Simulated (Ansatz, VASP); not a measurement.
Two plane-wave programs on Ir2Rh

```
Ir Rh
1.0
     2.73984    0.00000    0.00000
     0.00000    4.74554    0.00000
     0.00000    0.00000   13.28790
Ir Rh
8 4
Direct
  0.00000 0.33333 0.08291
  0.50000 0.83333 0.08291
  0.00000 0.33333 0.41709
  0.50000 0.83333 0.41709
  0.50000 0.16667 0.58291
  0.00000 0.66667 0.58291
  0.50000 0.16667 0.91709
  0.00000 0.66667 0.91709
  0.00000 0.33333 0.75000
  0.50000 0.83333 0.75000
  0.50000 0.16667 0.25000
  0.00000 0.66667 0.25000
```

Alike in both runs: task single point; functional PBE; k mesh 8 × 6 × 2; occupations gaussian, width 0.2 eV; no spin polarisation.

|  | VASP | Ansatz |
| --- | --- | --- |
| version | VASP 6.6.1 | Ansatz 0.2.0 |
| potentials or method | VASP PAW PBE potentials, release 64 (Ir, Rh_pv), cutoff 520 eV | scalar-relativistic, plane waves, PAW |
| valence electrons in the cell | 132 | 204 |

|  | VASP | Ansatz | Ansatz less VASP |
| --- | --- | --- | --- |
| gap on the k mesh at the Fermi level (eV) | none | none | - |
| pressure (GPa) | 0.7 | 0.4 | -0.34 |
| traceless stress, the component that is largest in VASP (GPa) | -0.49 | -0.48 | +0.009 |
| rms of the force components (eV/Å) | 0.024 | 0.009 | -0.0148 |

Atom by atom the forces differ by 0.015 eV/Å (rms over components). A gap of «none» marks a metal or a gap that the smearing closes. The functional is the same, so the differences come from potentials, cutoffs and numerics. VASP's potentials hold 132 valence electrons a cell and Ansatz's 204, so a difference there can come from the potentials and not from the codes.

Spin-orbit coupling is off throughout.
